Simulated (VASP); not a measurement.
A run of VASP 6.6.1 is set up as follows.

Contents of INCAR:

```
SYSTEM = CaO
ALGO = Normal
EDIFF = 1E-6
ENCUT = 520
GGA = PS
ISIF = 2
ISMEAR = -1
LASPH = .TRUE.
LCHARG = .TRUE.
LELF = .TRUE.
LREAL = .FALSE.
LVHAR = .TRUE.
LWAVE = .FALSE.
NBANDS = 24
NELM = 80
PREC = Accurate
SIGMA = 0.02
```

KPOINTS

```
k-points
0
G
  6 6 6
  0 0 0
```

File POSCAR:

```
CaO
1.0
    3.9562816613      0.0000000000      0.0000000000
   -1.9781408306      3.4262404232      0.0000000000
    0.0000000000      0.0000000000      4.7432434865
Ca O
2 2
Direct
    0.3333333333      0.6666666667      0.2500000000
    0.6666666667      0.3333333333      0.7500000000
    0.6666666667      0.3333333333      0.2500000000
    0.3333333333      0.6666666667      0.7500000000
```

Potentials or basis: VASP PAW PBE potentials, release 64 (Ca_sv, O).

Command:

```sh
$ cat potpaw_PBE.64/Ca_sv/POTCAR potpaw_PBE.64/O/POTCAR > POTCAR
$ mpirun -np 1 vasp_std > vasp.out
```

Predict the pressure.

0.5 GPa.

Estimate the band gap on the k mesh.

3.12 eV.

Caveat: the PAW data sets were made with another functional, which shifts forces and pressure a little. A k mesh can miss the band edges.
